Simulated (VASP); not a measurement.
# Al3VN4 (Cmmm) in VASP: a series of runs

The runs below take Al3VN4 through single point, with PBE.

All numbers are computed with VASP 6.6.1; they aren't measurements. Logs are shortened: lines on timing, memory, paths and dates and some standing lists are left out, and cuts for length are marked.

## Step 1: The cell of the first run

The structure is orthorhombic, space group Cmmm (No. 65). The conventional cell has a = 5.832 Å, b = 8.266 Å, c = 2.876 Å, α = 90.00°, β = 90.00°, γ = 90.00°. Al (site symmetry 2/m) has 6 N at 2.05 to 2.07 Å within 2.7 Å. Within 2.7 Å of Al (site symmetry mmm) lie 6 N at 2.01 to 2.03 Å. Within 2.8 Å of V (site symmetry mmm) lie 6 N at 2.09 to 2.10 Å. N (site symmetry 2mm) has 4 Al at 2.01 to 2.07 Å and 2 V at 2.09 Å within 2.7 Å. N (site symmetry m2m) has 5 Al at 2.03 to 2.05 Å and 1 V at 2.10 Å within 2.7 Å.

## Step 2: Single point, PBE, collinear spin, ferromagnetic start

INCAR reads:

```
PREC     = Accurate       # precision mode
ENCUT    = 520            # plane-wave cutoff, eV
EDIFF    = 1E-6           # SCF threshold, eV
ISMEAR   = 0              # smearing method
SIGMA    = 0.1            # smearing width, eV
LREAL    = F              # projectors in reciprocal space
LASPH    = T              # aspherical terms in the spheres
NELM     = 150            # most SCF steps
ALGO     = Normal         # electronic algorithm
ISIF     = 2              # what is computed and relaxed
LWAVE    = F              # write WAVECAR
LCHARG   = T              # write CHGCAR
ISPIN    = 2              # spin polarisation
MAGMOM   = 0 0 0 2 0 0 0 0 # initial moments
LORBIT   = 11             # projections on sites
LMAXMIX  = 4              # l up to which the mixer works
GGA      = PE             # functional
LELF     = T              # ELF
LVHAR    = T            
NBANDS   = 35             # bands
```

KPOINTS reads:

```
Automatic mesh
0
Gamma
  4 4 6
```

POSCAR reads:

```
Al3VN4
1.0
    2.9157691835     -4.1328453838      0.0000000000
    2.9157691835      4.1328453838      0.0000000000
    0.0000000000      0.0000000000      2.8762816216
Al V N
3 1 4
Direct
    0.0000000000      0.5000000000      0.0000000000
    0.5000000000      0.5000000000      0.5000000000
    0.5000000000      0.0000000000      0.0000000000
    0.0000000000      0.0000000000      0.5000000000
    0.7409619504      0.7409619504      0.0000000000
    0.7456102351      0.2543897649      0.5000000000
    0.2543897649      0.7456102351      0.5000000000
    0.2590380496      0.2590380496      0.0000000000
```

Potentials or basis: VASP PAW PBE potentials, release 64 (Al, V_sv, N).

The run is started by

```
cat potpaw_PBE.64/Al/POTCAR potpaw_PBE.64/V_sv/POTCAR potpaw_PBE.64/N/POTCAR > POTCAR
mpirun -np 1 vasp_std > vasp.out
```

OUTCAR:

```text
PREC = Accurate
   ENCUT = 520
   EDIFF = 1E-6
   ISMEAR = 0
   LREAL = F
   LASPH = T
   NELM = 150
   ISIF = 2
   ISPIN = 2
   LORBIT = 11
   GGA = PE

 ion  position               nearest neighbor table
   1  0.000  0.500  0.000-   6 2.05   7 2.05   6 2.05   7 2.05   5 2.07   8 2.07   2 2.91   4 2.91
                             2 2.91   4 2.91   4 2.91   4 2.91   2 2.91   2 2.91   3 2.92   3 2.92
   2  0.500  0.500  0.500-   5 2.01   8 2.01   5 2.01   8 2.01   7 2.03   6 2.03   1 2.91   3 2.91
                             1 2.91   3 2.91   3 2.91   3 2.91   1 2.91   1 2.91   4 2.92   4 2.92
   3  0.500  0.000  0.000-   6 2.05   7 2.05   6 2.05   7 2.05   5 2.07   8 2.07   2 2.91   4 2.91
                             2 2.91   4 2.91   2 2.91   2 2.91   4 2.91   4 2.91   1 2.92   1 2.92
   4  0.000  0.000  0.500-   5 2.09   8 2.09   5 2.09   8 2.09   7 2.10   6 2.10   1 2.91   3 2.91
                             1 2.91   3 2.91   1 2.91   1 2.91   3 2.91   3 2.91   2 2.92   2 2.92
   5  0.741  0.741  0.000-   2 2.01   2 2.01   3 2.07   1 2.07   4 2.09   4 2.09
   6  0.746  0.254  0.500-   2 2.03   1 2.05   3 2.05   1 2.05   3 2.05   4 2.10
   7  0.254  0.746  0.500-   2 2.03   1 2.05   3 2.05   1 2.05   3 2.05   4 2.10
   8  0.259  0.259  0.000-   2 2.01   2 2.01   3 2.07   1 2.07   4 2.09   4 2.09

  LATTYP: Found a base centered orthorhombic cell.
 ALAT       =     5.8315383670
 B/A-ratio  =     1.4174117098
 C/A-ratio  =     0.4932286201

  Lattice vectors:

 A1 = (   2.9157691835,  -4.1328453838,   0.0000000000)
 A2 = (   2.9157691835,   4.1328453838,   0.0000000000)
 A3 = (   0.0000000000,   0.0000000000,   2.8762816216)

Analysis of symmetry for initial positions (statically):
=====================================================================
 Subroutine PRICEL returns:
 Original cell was already a primitive cell.

 Routine SETGRP: Setting up the symmetry group for a
 base centered orthorhombic supercell.

 Subroutine GETGRP returns: Found  8 space group operations
 (whereof  8 operations were pure point group operations)
 out of a pool of  8 trial point group operations.

The static configuration has the point symmetry D_2h.

Analysis of symmetry for dynamics (positions and initial velocities):
=====================================================================
 Subroutine PRICEL returns:
 Original cell was already a primitive cell.

 Routine SETGRP: Setting up the symmetry group for a
 base centered orthorhombic supercell.

 Subroutine GETGRP returns: Found  8 space group operations
 (whereof  8 operations were pure point group operations)
 out of a pool of  8 trial point group operations.

The dynamic configuration has the point symmetry D_2h.

Analysis of structural, dynamic, and magnetic symmetry:
=====================================================================
 Subroutine PRICEL returns:
 Original cell was already a primitive cell.

[... 171 lines left out ...]
 cond. band min:      11.2875867175   @ k =   0.5000   0.5000   0.5000
 fundamental gap:      0.0302756317
 Fermi energy:        11.2594745318

 spin component 1

 k-point     1 :       0.0000    0.0000    0.0000
  band No.  band energies     occupation
      1     -54.2711      1.00000
      2     -28.1683      1.00000
      3     -28.1619      1.00000
      4     -28.0263      1.00000
      5      -7.4279      1.00000
      6      -4.5026      1.00000
[... 853 lines left out ...]
     32      19.7208      0.00000
     33      20.5936      0.00000

 [... further k-points ...]

 spin component 2

 k-point     1 :       0.0000    0.0000    0.0000
  band No.  band energies     occupation
      1     -52.6885      1.00000
      2     -26.6898      1.00000
      3     -26.5624      1.00000
      4     -26.4155      1.00000
      5      -7.3697      1.00000
      6      -4.4758      1.00000
[... 853 lines left out ...]
     32      19.9649      0.00000
     33      20.6676      0.00000

 [... further k-points ...]

 [bands above 33 left out]

------------------------ aborting loop because EDIFF is reached ----------------------------------------

  FORCE on cell =-STRESS in cart. coord.  units (eV):
  Direction    XX          YY          ZZ          XY          YZ          ZX
  --------------------------------------------------------------------------------------
  -------------------------------------------------------------------------------------
  Total       -0.0024577      0.0045204     -0.0492414      0.0000000      0.0000000      0.0000000
  in kB       -0.0568045      0.1044789     -1.1380919      0.0000000      0.0000000      0.0000000
  external PRESSURE =      -0.3634725 kB  Pullay stress =       0.0000000 kB

 VOLUME and BASIS-vectors are now :
 -----------------------------------------------------------------------------
  energy-cutoff  :      520.00
  volume of cell :       69.32
      direct lattice vectors                 reciprocal lattice vectors
     2.915769184 -4.132845384  0.000000000     0.171481338 -0.120982024  0.000000000
     2.915769184  4.132845384  0.000000000     0.171481338  0.120982024  0.000000000
     0.000000000  0.000000000  2.876281622     0.000000000  0.000000000  0.347671102

 POSITION                                       TOTAL-FORCE (eV/Angst)
 -----------------------------------------------------------------------------------
      1.45788      2.06642      0.00000         0.000000      0.000000     -0.000000
      2.91577      0.00000      1.43814         0.000000      0.000000     -0.000000
      1.45788     -2.06642      0.00000         0.000000      0.000000     -0.000000
      0.00000      0.00000      1.43814         0.000000      0.000000     -0.000000
      4.32095      0.00000      0.00000        -0.034189      0.000000      0.000000
      2.91577     -2.03014      1.43814         0.000000      0.023795     -0.000000
      2.91577      2.03014      1.43814         0.000000     -0.023795      0.000000
      1.51059      0.00000      0.00000         0.034189      0.000000     -0.000000
 -----------------------------------------------------------------------------------
    total drift:                                0.000000     -0.000000     -0.000000

  FREE ENERGIE OF THE ION-ELECTRON SYSTEM (eV)
  ---------------------------------------------------
  free  energy   TOTEN  =       -62.1931475748 eV

  energy  without entropy=      -62.1791699464  energy(sigma->0) =      -62.18615876

 total charge

# of ion       s       p       d       tot
------------------------------------------
    1        0.313   0.376   0.000   0.690
    2        0.316   0.399   0.000   0.715
    3        0.313   0.376   0.000   0.690
    4        2.243   6.271   3.091  11.604
    5        1.227   2.593   0.000   3.820
    6        1.223   2.602   0.000   3.825
    7        1.223   2.602   0.000   3.825
    8        1.227   2.593   0.000   3.820
--------------------------------------------------
tot          8.084  17.813   3.091  28.988

 magnetization (x)

# of ion       s       p       d       tot
------------------------------------------
    1        0.006  -0.000   0.000   0.006
    2        0.000  -0.004   0.000  -0.004
    3        0.006  -0.000   0.000   0.006
    4        0.014   0.015   1.546   1.575
    5       -0.001   0.007   0.000   0.006
    6       -0.000   0.001   0.000   0.001
    7       -0.000   0.001   0.000   0.001
    8       -0.001   0.007   0.000   0.006
--------------------------------------------------
tot          0.024   0.028   1.546   1.598
```

OSZICAR:

```text
N       E                     dE             d eps       ncg     rms          rms(c)
DAV:   1     0.325864350065E+03    0.32586E+03   -0.21456E+04  4000   0.119E+03
DAV:   2    -0.509201581486E+02   -0.37678E+03   -0.35995E+03  4536   0.339E+02
DAV:   3    -0.726066809463E+02   -0.21687E+02   -0.21398E+02  4898   0.858E+01
DAV:   4    -0.729177991571E+02   -0.31112E+00   -0.31021E+00  4965   0.111E+01
DAV:   5    -0.729225850721E+02   -0.47859E-02   -0.47826E-02  4896   0.135E+00    0.304E+01
DAV:   6    -0.637706014706E+02    0.91520E+01   -0.46411E+01  4767   0.483E+01    0.148E+01
DAV:   7    -0.627965665111E+02    0.97403E+00   -0.27881E+01  4451   0.443E+01    0.125E+01
DAV:   8    -0.622483695005E+02    0.54820E+00   -0.13030E+00  4687   0.841E+00    0.632E+00
DAV:   9    -0.622251410396E+02    0.23228E-01   -0.88530E-01  4835   0.670E+00    0.207E+00
DAV:  10    -0.621983011640E+02    0.26840E-01   -0.12277E-01  4429   0.279E+00    0.925E-01
DAV:  11    -0.621930691105E+02    0.52321E-02   -0.26706E-02  5062   0.103E+00    0.424E-01
DAV:  12    -0.621932070739E+02   -0.13796E-03   -0.28068E-03  4789   0.356E-01    0.191E-01
DAV:  13    -0.621931457576E+02    0.61316E-04   -0.84402E-04  4526   0.202E-01    0.891E-02
DAV:  14    -0.621931401933E+02    0.55642E-05   -0.76291E-05  4668   0.662E-02    0.467E-02
DAV:  15    -0.621931452081E+02   -0.50147E-05   -0.51257E-05  4962   0.396E-02    0.210E-02
DAV:  16    -0.621931482785E+02   -0.30704E-05   -0.79091E-06  4403   0.180E-02    0.145E-02
DAV:  17    -0.621931475748E+02    0.70373E-06   -0.13288E-06  3181   0.911E-03
   1 F= -.62193148E+02 E0= -.62186159E+02  d E =-.139776E-01  mag=     1.8154
```

Run time: 2 min. Hardware: 1 thread of Intel Xeon 6975P-C, shared host; peak memory 0.28 GiB.

What came out:

| Item | Value |
| --- | --- |
| Free energy | -62.1931 eV |
| Pressure | 0.0 GPa |
| Largest force | 0.034 eV/Å |
| Net moment | 1.82 μB per cell |
| Site moments | Al +0.01, -0.00; V +1.57; N +0.01, +0.00 μB |
| Valence electrons inside the program's atomic spheres | Al 0.69, 0.71; V 11.60; N 3.82, 3.83 |

Forces in eV/Å, atoms in the order of the input:
```
Al   0.000  0.000  0.000
Al   0.000  0.000  0.000
Al   0.000  0.000  0.000
V    0.000  0.000  0.000
N   -0.034  0.000  0.000
N    0.000  0.024  0.000
N    0.000 -0.024  0.000
N    0.034  0.000  0.000
```

Stress tensor (GPa, compression positive):
```
-0.01  0.00  0.00
 0.00  0.01  0.00
 0.00  0.00 -0.11
```

Caveat: the k points lie up to 0.36 Å⁻¹ apart.

## Step 3: Single point, PBE, collinear spin, ferromagnetic start

This run uses another cell than the first one, of 12.73 Å³/atom, 1.469 times its volume.

Changes to INCAR since step 2:

```diff
@@ -2,3 +2,3 @@
 ENCUT    = 520            # plane-wave cutoff, eV
-EDIFF    = 1E-6           # SCF threshold, eV
+EDIFF    = 1E-7           # SCF threshold, eV
 ISMEAR   = 0              # smearing method
@@ -11,3 +11,3 @@
 LWAVE    = F              # write WAVECAR
-LCHARG   = T              # write CHGCAR
+LCHARG   = F              # write CHGCAR
 ISPIN    = 2              # spin polarisation
@@ -17,4 +17,2 @@
 GGA      = PE             # functional
-LELF     = T              # ELF
-LVHAR    = T            
 NBANDS   = 35             # bands
```

KPOINTS reads:

```
regular mesh
0
Gamma
  4 4 6
```

POSCAR reads:

```
Al3VN4
1.0
    3.3023798200     -4.6702703300      0.0000000000
    3.3023798200      4.6702703300      0.0000000000
    0.0000000000      0.0000000000      3.3023798200
Al V N
3 1 4
Direct
    0.0000000000      0.5000000000      0.0000000000
    0.5000000000      0.5000000000      0.5000000000
    0.5000000000      0.0000000000      0.0000000000
    0.0000000000      0.0000000000      0.5000000000
    0.7500000000      0.7500000000      0.0000000000
    0.7500000000      0.2500000000      0.5000000000
    0.2500000000      0.7500000000      0.5000000000
    0.2500000000      0.2500000000      0.0000000000
```

Potentials or basis: VASP PAW PBE potentials, release 64 (Al, V_sv, N).

The run is started by

```
cat potpaw_PBE.64/Al/POTCAR potpaw_PBE.64/V_sv/POTCAR potpaw_PBE.64/N/POTCAR > POTCAR
mpirun -np 1 vasp_std > vasp.out
```

OUTCAR:

```text
PREC = Accurate
   ENCUT = 520
   EDIFF = 1E-7
   ISMEAR = 0
   LREAL = F
   LASPH = T
   NELM = 150
   ISIF = 2
   ISPIN = 2
   LORBIT = 11
   GGA = PE

 ion  position               nearest neighbor table
   1  0.000  0.500  0.000-   6 2.34   7 2.34   6 2.34   7 2.34   5 2.34   8 2.34   3 3.30   3 3.30
                             2 3.30   2 3.30   2 3.30   2 3.30
   2  0.500  0.500  0.500-   5 2.34   8 2.34   5 2.34   8 2.34   7 2.34   6 2.34   1 3.30   3 3.30
                             1 3.30   3 3.30   3 3.30   3 3.30   1 3.30   1 3.30
   3  0.500  0.000  0.000-   6 2.34   7 2.34   6 2.34   7 2.34   5 2.34   8 2.34   1 3.30   1 3.30
                             2 3.30   2 3.30   2 3.30   2 3.30
   4  0.000  0.000  0.500-   5 2.34   8 2.34   5 2.34   8 2.34   7 2.34   6 2.34
[... 1988 lines left out ...]
      3.30238     -2.33514      1.65119         0.000000      0.375844     -0.000000
      3.30238      2.33514      1.65119         0.000000     -0.375844      0.000000
      1.65119      0.00000      0.00000         0.342871      0.000000      0.000000
 -----------------------------------------------------------------------------------
    total drift:                               -0.000000      0.000000      0.000000

  FREE ENERGIE OF THE ION-ELECTRON SYSTEM (eV)
  ---------------------------------------------------
  free  energy   TOTEN  =       -56.0757586356 eV

  energy  without entropy=      -56.0565244762  energy(sigma->0) =      -56.06614156

 total charge

# of ion       s       p       d       tot
------------------------------------------
    1        0.315   0.239   0.000   0.554
    2        0.308   0.243   0.000   0.550
    3        0.315   0.239   0.000   0.554
    4        2.174   6.122   2.822  11.119
    5        1.242   2.318   0.000   3.560
    6        1.243   2.317   0.000   3.560
    7        1.243   2.317   0.000   3.560
    8        1.242   2.318   0.000   3.560
--------------------------------------------------
tot          8.082  16.113   2.822  27.017

 magnetization (x)

# of ion       s       p       d       tot
------------------------------------------
    1        0.010   0.000   0.000   0.010
    2        0.003  -0.005   0.000  -0.002
    3        0.010   0.000   0.000   0.010
    4        0.018   0.014   1.864   1.895
    5       -0.001  -0.043   0.000  -0.044
    6        0.000  -0.021   0.000  -0.021
    7        0.000  -0.021   0.000  -0.021
    8       -0.001  -0.043   0.000  -0.044
--------------------------------------------------
tot          0.037  -0.119   1.864   1.782
```

OSZICAR:

```text
N       E                     dE             d eps       ncg     rms          rms(c)
DAV:   1     0.266340158219E+03    0.26634E+03   -0.21141E+04  4296   0.112E+03
DAV:   2    -0.440421745572E+02   -0.31038E+03   -0.29492E+03  4565   0.285E+02
[... 13 lines left out ...]
DAV:  16    -0.560757539635E+02   -0.12689E-04   -0.54405E-05  4636   0.411E-02    0.417E-02
DAV:  17    -0.560757459858E+02    0.79777E-05   -0.30702E-05  5046   0.337E-02    0.341E-02
DAV:  18    -0.560757559522E+02   -0.99664E-05   -0.11970E-05  4625   0.180E-02    0.197E-02
DAV:  19    -0.560757585720E+02   -0.26198E-05   -0.42261E-06  4843   0.125E-02    0.676E-03
DAV:  20    -0.560757586519E+02   -0.79923E-07   -0.11710E-06  4703   0.616E-03    0.364E-03
DAV:  21    -0.560757586356E+02    0.16323E-07   -0.16640E-07  3416   0.263E-03
   1 F= -.56075759E+02 E0= -.56066142E+02  d E =-.192342E-01  mag=     1.9806
```

Run time: 5.2 min. Hardware: 1 thread of Intel Xeon 6975P-C, shared host; peak memory 0.37 GiB.

Results:

```
Free energy                                           : -56.0758 eV
Pressure                                              : -42.6 GPa
Largest force                                         : 0.376 eV/Å
Band gap on the k mesh                                : zero (filled and empty bands overlap)
Net moment                                            : 1.98 μB per cell
Site moments                                          : Al +0.01, -0.00; V +1.90; N -0.04, -0.02 μB
Valence electrons inside the program's atomic spheres : Al 0.55; V 11.12; N 3.56
```

Forces in eV/Å, atoms in the order of the input:
```
Al   0.000  0.000  0.000
Al   0.000  0.000  0.000
Al   0.000  0.000  0.000
V    0.000  0.000  0.000
N   -0.343  0.000  0.000
N    0.000  0.376  0.000
N    0.000 -0.376  0.000
N    0.343  0.000  0.000
```
